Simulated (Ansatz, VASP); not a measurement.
# One calculation of Cl, two programs

The input INCAR:

```
SYSTEM = Cl
PREC = Accurate
ENCUT = 520
EDIFF = 1E-7
ISMEAR = 0
SIGMA = 0.1
LREAL = .FALSE.
LASPH = .TRUE.
NELM = 60
ALGO = Normal
ISIF = 2
LWAVE = .FALSE.
LCHARG = .FALSE.
GGA = PS
NBANDS = 10
```

File KPOINTS:

```
Automatic mesh
0
G
  6 6 10
  0 0 0
```

The input POSCAR:

```
Cl
1.0
    2.0573501362     -3.0494735082      0.0071026955
    2.0573501362      3.0494735082      0.0071026955
   -1.3070692872      0.0000000000      1.9234425052
Cl
1
Direct
    0.5000000000      0.5000000000      0.5000000000
```

Input for Ansatz:

```yaml
crystal:
  lattice:
    - [2.0573501362, -3.0494735082, 0.0071026955]
    - [2.0573501362, 3.0494735082, 0.0071026955]
    - [-1.3070692872, 0.0, 1.9234425052]
  atoms:
    - { symbol: Cl, position: [0.5, 0.5, 0.5] }
basis:
  ecutwfc: 420
kpoints:
  mp_grid: { grid: [6, 6, 10] }
hamiltonian:
  xc: pbesol
scf:
  occupations: { method: gaussian, width: 0.1 }
output:
  forces: true
  stress: true
  eigenvalues: true
```

Alike in both runs: task single point; functional PBEsol; k mesh 6 × 6 × 10; occupations gaussian, width 0.1 eV; no spin polarisation.

|  | VASP | Ansatz |
| --- | --- | --- |
| version | VASP 6.6.1 | Ansatz 0.2.0 |
| potentials or method | VASP PAW PBE potentials, release 64 (Cl), cutoff 520 eV | scalar-relativistic, plane waves, PAW |
| valence electrons in the cell | 7 | 7 |

Ansatz gave:

| Property | Result |
| --- | --- |
| gap on the k mesh at the Fermi level (eV) | none |
| pressure (GPa) | -1.1 |
| traceless stress, the component that is largest in VASP (GPa) | 2.31 |

Problem. What did VASP give for the same quantities?

Solution. gap on the k mesh at the Fermi level (eV): none; pressure (GPa): -1.3; traceless stress, the component that is largest in VASP (GPa): 2.37.

VASP's potentials were made for PBE, not for PBEsol. A gap of «none» marks a metal or a gap that the smearing closes.
